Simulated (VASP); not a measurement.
# MgB2 (pbesol) (P6/mmm) in VASP: notebook

Runs on MgB2 (pbesol). Level: PBEsol. Tasks: single point.

All numbers are computed with VASP 6.6.1; they aren't measurements. Logs are shortened: lines on timing, memory, paths and dates and some standing lists are left out, and cuts for length are marked.

## 1. The cell of the first run

It takes space group P6/mmm (No. 191, hexagonal). The conventional cell has a = 3.062 Å, b = 3.062 Å, c = 3.504 Å, α = 90.00°, β = 90.00°, γ = 120.00°. Mg (site symmetry 6/mmm) has 12 B at 2.49 Å and 6 Mg at 3.06 Å within 3.3 Å. Within 2.3 Å of B (site symmetry -6m2) lie 3 B at 1.77 Å.

## 2. Single point, PBEsol

File INCAR:

```
ALGO     = Normal         # electronic algorithm
EDIFF    = 1E-7           # SCF threshold, eV
ENCUT    = 520            # plane-wave cutoff, eV
GGA      = PS             # functional
ISIF     = 2              # what is computed and relaxed
ISMEAR   = 0              # smearing method
LASPH    = True           # aspherical terms in the spheres
LCHARG   = True           # write CHGCAR
LELF     = True           # ELF
LREAL    = False          # projectors in reciprocal space
LVHAR    = True         
LWAVE    = False          # write WAVECAR
NBANDS   = 11             # bands
NELM     = 80             # most SCF steps
PREC     = Accurate       # precision mode
SIGMA    = 0.1            # smearing width, eV
```

File KPOINTS:

```
k-points
0
Gamma
  15 15 12
```

File POSCAR:

```
MgB2
1.0
    3.0617870825      0.0000000000      0.0000000000
   -1.5308935412      2.6515853944      0.0000000000
    0.0000000000      0.0000000000      3.5043256980
Mg B
1 2
Direct
    0.0000000000      0.0000000000      0.0000000000
    0.3333333333      0.6666666667      0.5000000000
    0.6666666667      0.3333333333      0.5000000000
```

Potentials or basis: VASP PAW PBE potentials, release 64 (Mg, B).

The run is started by

```console
> cat potpaw_PBE.64/Mg/POTCAR potpaw_PBE.64/B/POTCAR > POTCAR
> mpirun -np 1 vasp_std > vasp.out
```

OUTCAR:

```text
EDIFF = 1E-7
   ENCUT = 520
   GGA = PS
   ISIF = 2
   ISMEAR = 0
   LASPH = True
   LREAL = False
   NELM = 80
   PREC = Accurate

 ion  position               nearest neighbor table
   1  0.000  0.000  0.000-   2 2.49   3 2.49   2 2.49   3 2.49   2 2.49   2 2.49   3 2.49   3 2.49
                             3 2.49   3 2.49   2 2.49   2 2.49
   2  0.333  0.667  0.500-   3 1.77   3 1.77   3 1.77   1 2.49   1 2.49   1 2.49   1 2.49   1 2.49
                             1 2.49
   3  0.667  0.333  0.500-   2 1.77   2 1.77   2 1.77   1 2.49   1 2.49   1 2.49   1 2.49   1 2.49
                             1 2.49

  LATTYP: Found a hexagonal cell.
 ALAT       =     3.0617870825
 C/A-ratio  =     1.1445360515

  Lattice vectors:

 A1 = (   3.0617870825,   0.0000000000,   0.0000000000)
 A2 = (  -1.5308935412,   2.6515853944,   0.0000000000)
 A3 = (   0.0000000000,   0.0000000000,   3.5043256980)

Analysis of symmetry for initial positions (statically):
=====================================================================
 Subroutine PRICEL returns:
 Original cell was already a primitive cell.

 Routine SETGRP: Setting up the symmetry group for a
 hexagonal supercell.

 Subroutine GETGRP returns: Found 24 space group operations
 (whereof 24 operations were pure point group operations)
 out of a pool of 24 trial point group operations.

The static configuration has the point symmetry D_6h.

Analysis of symmetry for dynamics (positions and initial velocities):
=====================================================================
 Subroutine PRICEL returns:
 Original cell was already a primitive cell.

 Routine SETGRP: Setting up the symmetry group for a
 hexagonal supercell.

 Subroutine GETGRP returns: Found 24 space group operations
 (whereof 24 operations were pure point group operations)
 out of a pool of 24 trial point group operations.

The dynamic configuration has the point symmetry D_6h.

 Subroutine INISYM returns: Found 24 space group operations
 (whereof 24 operations are pure point group operations),
 and found     1 'primitive' translations

----------------------------------------------------------------------------------------

                                     Primitive cell

  volume of cell :      28.4502

  direct lattice vectors                    reciprocal lattice vectors
     3.061787082  0.000000000  0.000000000     0.326606643  0.188566433  0.000000000
    -1.530893541  2.651585394  0.000000000     0.000000000  0.377132866  0.000000000
     0.000000000  0.000000000  3.504325698     0.000000000  0.000000000  0.285361603

  length of vectors
     3.061787082  3.061787082  3.504325698     0.377132866  0.377132866  0.285361603

  position of ions in fractional coordinates (direct lattice)
     0.000000000  0.000000000  0.000000000
     0.333333333  0.666666667  0.500000000
     0.666666667  0.333333333  0.500000000

  ion indices of the primitive-cell ions
   primitive index   ion index
                 1           1
                 2           2
                 3           3

----------------------------------------------------------------------------------------

 KPOINTS: k-points

Automatic generation of k-mesh.
 Grid dimensions read from file:
 generate k-points for:   15   15   12

 Generating k-lattice:

  Cartesian coordinates                     Fractional coordinates (reciprocal lattice)
     0.021773776  0.012571096  0.000000000     0.066666667  0.000000000  0.000000000
     0.000000000  0.025142191  0.000000000     0.000000000  0.066666667  0.000000000
     0.000000000  0.000000000  0.023780134     0.000000000  0.000000000  0.083333333

  Length of vectors
     0.025142191  0.025142191  0.023780134

  Shift w.r.t. Gamma in fractional coordinates (k-lattice)
     0.000000000  0.000000000  0.000000000

 Subroutine IBZKPT returns following result:
 ===========================================

 Found    189 irreducible k-points:

 Following reciprocal coordinates:
            Coordinates               Weight
  0.000000  0.000000  0.000000      1.000000
  0.066667 -0.000000  0.000000      6.000000
  0.133333  0.000000  0.000000      6.000000
  0.200000 -0.000000  0.000000      6.000000
  0.266667  0.000000  0.000000      6.000000
  0.333333  0.000000  0.000000      6.000000
[... 16 lines left out ...]
  0.333333  0.200000  0.000000     12.000000
  0.400000  0.200000  0.000000      6.000000
 [... further k-points ...]
   k-points           NKPTS =    189   k-points in BZ     NKDIM =    189   number of bands    NBANDS=     11
   number of dos      NEDOS =    301   number of ions     NIONS =      3
   total plane-waves  NPLWV =  16128
   dimension x,y,z NGX =    24 NGY =   24 NGZ =   28
   dimension x,y,z NGXF=    48 NGYF=   48 NGZF=   56
   ions per type =               1   2
   NGX,Y,Z   is equivalent  to a cutoff of  13.03, 13.03, 13.28 a.u.
   NGXF,Y,Z  is equivalent  to a cutoff of  26.06, 26.06, 26.57 a.u.
 SYSTEM =  unknown system
   PREC   = accura    normal or accurate (medium, high low for compatibility)
   ISTART =      0    job   : 0-new  1-cont  2-samecut
   ICHARG =      2    charge: 1-file 2-atom 10-const
   ISPIN  =      1    spin polarized calculation?
   LNONCOLLINEAR =      F non collinear calculations
   LSORBIT =      F    spin-orbit coupling
   LASPH  =      T    aspherical Exc in radial PAW
   ENCUT  =  520.0 eV  38.22 Ry    6.18 a.u.   5.69  5.69  6.52*2*pi/ulx,y,z
   NELM   =     80;   NELMIN=  2; NELMDL= -5     # of ELM steps
   EDIFF  = 0.1E-06   stopping-criterion for ELM
   LREAL  =      F    real-space projection
   EDIFFG = 0.1E-05   stopping-criterion for IOM
   NSW    =      0    number of steps for IOM
   IBRION =     -1    ionic relax: 0-MD 1-quasi-New 2-CG
   NFREE  =      0    steps in history (QN), initial steepest desc. (CG)
   ISIF   =      2    stress and relaxation
   ISYM   =      2    0-nonsym 1-usesym 2-fastsym
   POTIM  = 0.5000    time-step for ionic-motion
   TEBEG  =    0.0;   TEEND  =   0.0 temperature during run
   PSTRESS=    0.0 pullay stress
   NELECT =       8.0000    total number of electrons
   NUPDOWN=      -1.0000    fix difference up-down
   EMIN   =  10.00;   EMAX   =-10.00  energy-range for DOS
   EFERMI =   0.00;   METHOD = LEGACY
   ISMEAR =     0;   SIGMA  =   0.10  broadening in eV -4-tet -1-fermi 0-gaus
   EFERMI_NEDOS =   21; number of points for ismear=-14 and -15
   IALGO  =     38    algorithm
   IMIX   =      4    mixing-type and parameters
     AMIX     =   0.40;   BMIX     =  1.00
     AMIX_MAG =   1.60;   BMIX_MAG =  1.00
  volume/ion in A,a.u.               =       9.48        64.00
  Fermi-wavevector in a.u.,A,eV,Ry     =   1.072531  2.026789 15.651088  1.150322
  Thomas-Fermi vector in A             =   2.208304
   LORBIT       =      0    0 simple, 1 ext, 2 COOP (PROOUT), +10 PAW based schemes
   GGA     = PS    functional components
   LHFCALC =     F    Hartree Fock is set to
   AEXX    =    0.0000 exact exchange contribution
   IVDW    =     0    specifies the selected vdW correction
   LEPSILON=     F    determine dielectric tensor
   LRPA    =     F    only Hartree local field effects (RPA)
 non-spin polarized calculation
 Gauss-broadening in eV      SIGMA  =   0.10
  energy-cutoff  :      520.00
  volume of cell :       28.45
 maximum number of plane-waves:       781
 NGX is ok and might be reduce to    24
   NGX = 11   NGY = 11   NGZ = 13

 number of electron       8.0000000 magnetization

 Free energy of the ion-electron system (eV)
  ---------------------------------------------------
  ext. energy  EPLUGINS =         0.00000000
  ---------------------------------------------------
  free energy    TOTEN  =       -16.22458723 eV

  energy without entropy =      -16.22051807  energy(sigma->0) =      -16.22255265

 E-fermi :   5.3398     XC(G=0): -11.0729

 val. band max:        5.3336523567   @ k =   0.0667   0.0667   0.2500
 cond. band min:       5.3434644244   @ k =   0.0667  -0.0000   0.0000
 fundamental gap:      0.0098120677
 Fermi energy:         5.3398243458

 k-point     1 :       0.0000    0.0000    0.0000
  band No.  band energies     occupation
      1      -7.1796      2.00000
      2       2.3463      2.00000
      3       5.7493      0.00000
      4       5.7493      0.00000
      5       6.9859      0.00000
      6      11.7374      0.00000
      7      11.7374      0.00000
      8      13.7215      0.00000
      9      15.4857      0.00000
     10      18.1488      0.00000
     11      21.6114      0.00000

 k-point     2 :       0.0667   -0.0000    0.0000
  band No.  band energies     occupation
      1      -7.1014      2.00000
      2       2.4227      2.00000
      3       5.3435      0.95894
      4       5.5567      0.00216
      5       7.0537      0.00000
      6      11.6969      0.00000
      7      12.0892      0.00000
      8      13.8803      0.00000
      9      15.2001      0.00000
     10      18.5474      0.00000
     11      21.2394      0.00000

 k-point     3 :       0.1333    0.0000    0.0000
  band No.  band energies     occupation
      1      -6.8672      2.00000
      2       2.6510      2.00000
      3       4.3219      2.00000
      4       5.0921      1.99954
      5       7.2662      0.00000
      6      11.4678      0.00000
      7      13.0264      0.00000
      8      14.3277      0.00000
      9      14.4068      0.00000
     10      19.6009      0.00000
     11      20.4811      0.00000
[... 267 lines left out ...]
 k-point    23 :       0.3333    0.2000    0.0000
  band No.  band energies     occupation
      1      -3.4916      2.00000
      2      -1.2759      2.00000
      3       0.9778      2.00000
      4       5.7296      0.00000
      5       8.5904      0.00000
      6      10.4432      0.00000
      7      11.8076      0.00000
      8      13.6559      0.00000
      9      15.1081      0.00000
     10      17.3626      0.00000
     11      18.2954      0.00000

 k-point    24 :       0.4000    0.2000    0.0000
  band No.  band energies     occupation
      1      -2.7541      2.00000
      2      -2.1118      2.00000
      3       0.8843      2.00000
      4       6.1285      0.00000
      5       8.1069      0.00000
      6      11.0259      0.00000
      7      11.3144      0.00000
      8      13.5936      0.00000
      9      14.9572      0.00000
     10      17.3588      0.00000
     11      19.3284      0.00000

 [... further k-points ...]

------------------------ aborting loop because EDIFF is reached ----------------------------------------

  FORCE on cell =-STRESS in cart. coord.  units (eV):
  Direction    XX          YY          ZZ          XY          YZ          ZX
  --------------------------------------------------------------------------------------
  -------------------------------------------------------------------------------------
  Total        0.0132972      0.0132972     -0.0249818      0.0000000     -0.0000000      0.0000000
  in kB        0.7488339      0.7488339     -1.4068537      0.0000000     -0.0000000      0.0000000
  external PRESSURE =       0.0302713 kB  Pullay stress =       0.0000000 kB

 VOLUME and BASIS-vectors are now :
 -----------------------------------------------------------------------------
  energy-cutoff  :      520.00
  volume of cell :       28.45
      direct lattice vectors                 reciprocal lattice vectors
     3.061787082  0.000000000  0.000000000     0.326606643  0.188566433  0.000000000
    -1.530893541  2.651585394  0.000000000     0.000000000  0.377132866  0.000000000
     0.000000000  0.000000000  3.504325698     0.000000000  0.000000000  0.285361603

 POSITION                                       TOTAL-FORCE (eV/Angst)
 -----------------------------------------------------------------------------------
      0.00000      0.00000      0.00000        -0.000000      0.000000      0.000000
     -0.00000      1.76772      1.75216        -0.000000      0.000000      0.000000
      1.53089      0.88386      1.75216         0.000000     -0.000000      0.000000
 -----------------------------------------------------------------------------------
    total drift:                                0.000000     -0.000000      0.000000

  FREE ENERGIE OF THE ION-ELECTRON SYSTEM (eV)
  ---------------------------------------------------
  free  energy   TOTEN  =       -16.2245872258 eV

  energy  without entropy=      -16.2205180670  energy(sigma->0) =      -16.22255265
```

It took 36 s on 1 thread of AMD EPYC 7R13 (Zen 3), shared host; peak memory 0.16 GiB.

What came out:

```
Free energy            : -16.2246 eV
Pressure               : 0.0 GPa
Band gap on the k mesh : zero (band 4 reaches 7.16 eV, above the bottom of band 5 at 3.29 eV)
```

Levels at points of the mesh, in eV from the Fermi level:
```csv
k point,band 1,band 2,band 3,band 4,band 5,band 6,band 7,band 8,band 9
"(0.00, 0.00, 0.00)",-12.52,-2.99,0.41,0.41,1.65,6.40,6.40,8.38,10.15
"(0.00, 0.00, 0.50)",-11.22,-7.54,0.79,0.79,6.71,6.71,8.10,10.06,10.25
```

Caveat: the PAW data sets were made with another functional, which shifts forces and pressure a little.

## 3. Single point, PBEsol

File INCAR:

```
PREC = Accurate
ENCUT = 520
EDIFF = 1E-6
ISMEAR = -1
SIGMA = 0.15
LREAL = F
LASPH = T
NELM = 100
ALGO = Normal
ISIF = 2
LWAVE = F
LCHARG = F
GGA = PS
NBANDS = 11
```

File KPOINTS:

```
regular mesh
0
Gamma
  15 15 12
```

File POSCAR:

```
MgB2
1.0
    3.0642160465      0.0000000000      0.0000000000
   -1.5321080232      2.6536889389      0.0000000000
    0.0000000000      0.0000000000      3.4984906264
Mg B
1 2
Direct
    0.0000000000      0.0000000000      0.0000000000
    0.3333333333      0.6666666667      0.5000000000
    0.6666666667      0.3333333333      0.5000000000
```

Potentials or basis: VASP PAW PBE potentials, release 64 (Mg, B).

The run is started by

```console
> cat potpaw_PBE.64/Mg/POTCAR potpaw_PBE.64/B/POTCAR > POTCAR
> mpirun -np 1 vasp_std > vasp.out
```

Wall time 35 s (1 thread of AMD EPYC 7R13 (Zen 3), shared host); peak memory 0.16 GiB.

It converged, with:

* Free energy: -16.2488 eV
* Pressure: 0.0 GPa
* Band gap on the k mesh: zero (band 4 reaches 7.17 eV, above the bottom of band 5 at 3.29 eV)

Stress tensor (GPa, compression positive):
```
 0.08  0.00  0.00
 0.00  0.08  0.00
 0.00  0.00 -0.17
```

Levels at points of the mesh, in eV from the Fermi level:
```csv
k point,band 1,band 2,band 3,band 4,band 5,band 6,band 7,band 8,band 9
"(0.00, 0.00, 0.00)",-12.52,-2.97,0.40,0.40,1.69,6.37,6.37,8.34,10.13
"(0.00, 0.00, 0.50)",-11.21,-7.53,0.78,0.78,6.69,6.69,8.08,10.13,10.21
```

Caveat: the PAW data sets were made with another functional, which shifts forces and pressure a little.
